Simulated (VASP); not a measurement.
Wanted: the native input for a VASP 6.6.1 run.

```yaml
Task: relaxation of cell and atoms
Functional: r2SCAN
Potentials_or_basis: VASP PAW PBE potentials, release 64 (Zn)
Cutoff: 600 eV
k_mesh: 14 × 14 × 14
Occupations: fermi-dirac, width 0.1 eV
Spin: no spin polarisation
Dipole_correction: no
Further_INCAR_settings: ALGO = Normal; EDIFF = 1e-06; IBRION = 2; EDIFFG = -0.01; NSW = 80; ISIF = 3
```

Zn:

```xyz
1
Lattice="-1.5609 1.5609 1.5609 1.5609 -1.5609 1.5609 1.5609 1.5609 -1.5609" Properties=species:S:1:pos:R:3 pbc="T T T"
Zn    0.0000    0.0000    0.0000
```

One way to write it, as run:

POSCAR

```
Zn
1.0
   -1.5608515766      1.5608515766      1.5608515766
    1.5608515766     -1.5608515766      1.5608515766
    1.5608515766      1.5608515766     -1.5608515766
Zn
1
Direct
    0.0000000000      0.0000000000      0.0000000000
```

INCAR.step1

```
SYSTEM = Zn
  ALGO = Normal
  EDIFF = 1E-4
  ENCUT = 600
  GGA = PE
  ISMEAR = -1
  LASPH = .TRUE.
  LCHARG = .FALSE.
  LREAL = .FALSE.
  LWAVE = .TRUE.
  NELM = 100
  PREC = Accurate
  SIGMA = 0.1
```

INCAR.step2

```
SYSTEM = Zn
  ALGO = Normal
  EDIFF = 1E-6
  EDIFFG = -0.01
  ENCUT = 600
  IBRION = 2
  ISIF = 3
  ISMEAR = -1
  ISTART = 1
  LASPH = .TRUE.
  LCHARG = .FALSE.
  LMIXTAU = .TRUE.
  LREAL = .FALSE.
  LWAVE = .FALSE.
  METAGGA = R2SCAN
  NELM = 100
  NSW = 80
  PREC = Accurate
  SIGMA = 0.1
```

KPOINTS

```
k-points
0
G
  14 14 14
  0 0 0
```

Potentials or basis: VASP PAW PBE potentials, release 64 (Zn).

Run with:

```console
$ cat potpaw_PBE.64/Zn/POTCAR > POTCAR
$ cp INCAR.step1 INCAR
$ mpirun -np 1 vasp_std > vasp.out
$ cp INCAR.step2 INCAR
$ mpirun -np 1 vasp_std > vasp.out
```

It gave:

```yaml
Relaxed_volume: 14.46 Å³/atom
Relaxed_cell: a = 2.658 Å, b = 2.658 Å, c = 2.658 Å, α = 109.47°, β = 109.47°, γ = 109.47°
Space_group_after_relaxing_to_0.05_Å: Im-3m (No. 229)
Energy_gained_by_relaxing: 9.8 meV/atom
Ionic_steps: 3
Pressure_after_relaxing: -0.1 GPa
Band_gap_on_the_k_mesh: zero (band 6 reaches 8.04 eV, above the bottom of band 7 at 2.64 eV)
```

Caveat: the PAW data sets were made with another functional, which shifts forces and pressure a little.

Wall time 95 s on 1 thread of Intel Xeon 6975P-C, with other jobs on the host, peak memory 0.16 GiB.
